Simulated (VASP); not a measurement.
## Ca: single point with PBEsol

Ca:

```xyz
1
Lattice="0.0000 2.0100 2.0100 2.0100 0.0000 2.0100 2.0100 2.0100 0.0000" Properties=species:S:1:pos:R:3 pbc="T T T"
Ca    0.0000    0.0000    0.0000
```

This cell differs from its parent crystal: volume scaled by 0.4.

```json
{
 "Program": "VASP 6.6.1",
 "Task": "single point",
 "Functional": "PBEsol",
 "Potentials or basis": "VASP PAW PBE potentials, release 64 (Ca_sv)",
 "Cutoff": "520 eV",
 "k mesh": "13 × 13 × 13",
 "Occupations": "fermi-dirac, width 0.05 eV",
 "Spin": "no spin polarisation",
 "Dipole correction": "no",
 "Further INCAR settings": "ALGO = Normal; EDIFF = 1e-06; NBANDS = 11"
}
```

```yaml
Pressure: 56.6 GPa
Band_gap_on_the_k_mesh: zero (band 5 reaches 7.66 eV, above the bottom of band 6 at 6.26 eV)
```

Levels at points of the mesh, in eV from the Fermi level:
```
           k point  band 3  band 4  band 5  band 6  band 7  band 8
(0.00, 0.00, 0.00)  -20.21  -20.21   -4.18    3.41    3.41    3.41
```

Run time: 7 s on 1 thread of Intel(R) Xeon(R) Platinum 8488C (Sapphire Rapids), with other jobs on the host, peak memory 0.15 GiB.

Caveat: the PAW data sets were made with another functional, which shifts forces and pressure a little.
